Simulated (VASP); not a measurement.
Input of a VASP 6.6.1 run:

The input INCAR:

```
  PREC = Accurate
  ENCUT = 520
  EDIFF = 1E-6
  ISMEAR = -1
  SIGMA = 0.1
  LREAL = F
  LASPH = T
  NELM = 150
  ALGO = Normal
  ISIF = 2
  LWAVE = F
  LCHARG = T
  ISPIN = 2
  MAGMOM = 2.8 2.8 0 0
  LORBIT = 11
  LMAXMIX = 4
  LDAU = T
  LDAUTYPE = 1
  LDAUL = 2 -1
  LDAUU = 4.4 0
  LDAUJ = 0.9 0
  LDAUPRINT = 1
  GGA = PE
  LELF = T
  LVHAR = T
  NBANDS = 31
```

The input KPOINTS:

```
Automatic mesh
0
Gamma
  7 7 7
```

POSCAR

```
MnS
1.0
    1.7798336616      1.0275877518      5.7789681638
   -1.7798336616      1.0275877518      5.7789681638
    0.0000000000     -2.0551745309      5.7789681638
Mn S
2 2
Direct
    0.0000000000      0.0000000000      0.0000000000
    0.5000000000      0.5000000000      0.5000000000
    0.7500000000      0.7500000000      0.7500000000
    0.2500000000      0.2500000000      0.2500000000
```

Potentials or basis: VASP PAW PBE potentials, release 64 (Mn_pv, S).

Command:

```bash
$ cat potpaw_PBE.64/Mn_pv/POTCAR potpaw_PBE.64/S/POTCAR > POTCAR
$ mpirun -np 1 vasp_std > vasp.out
```

Problem. Predict the net moment.

Solution. 9.88 μB per cell.

Problem. Predict the pressure.

Solution. 15.5 GPa.

Stress tensor (GPa, compression positive):
```
15.35  0.00  0.00
 0.00 15.35  0.00
 0.00  0.00 15.87
```

Caveat: the cell stands under pressure. The state reached can hang on the start; a lower one may exist.
